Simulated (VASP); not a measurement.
Input of a VASP 6.6.1 run:

File INCAR:

```
SYSTEM = BN
PREC = Accurate ; ENCUT = 520
EDIFF = 1E-7 ; ISMEAR = 0
SIGMA = 0.02 ; LREAL = .False.
LASPH = .True. ; NELM = 80
ALGO = Normal ; ISIF = 2
LWAVE = .False. ; LCHARG = .True.
GGA = PE ; IVDW = 12
LELF = .True. ; LVHAR = .True.
NBANDS = 16
```

KPOINTS

```
regular mesh
0
Gamma
  12 12 4
  0 0 0
```

File POSCAR:

```
BN
1.0
    2.5064254127      0.0000000000      0.0000000000
   -1.2532127064      2.1706280801      0.0000000000
    0.0000000000      0.0000000000      6.6141238871
B N
2 2
Direct
    0.3333333333      0.6666666667      0.2500000000
    0.6666666667      0.3333333333      0.7500000000
    0.3333333333      0.6666666667      0.7500000000
    0.6666666667      0.3333333333      0.2500000000
```

Potentials or basis: VASP PAW PBE potentials, release 64 (B, N).

Run with:

```sh
$ cat potpaw_PBE.64/B/POTCAR potpaw_PBE.64/N/POTCAR > POTCAR
$ mpirun -np 1 vasp_std > vasp.out
```

(1) Predict the dispersion energy per atom.

(2) Estimate the band gap on the k mesh.

Results:

(1) -0.142 eV.

(2) 4.27 eV, indirect (least direct gap 4.63 eV).
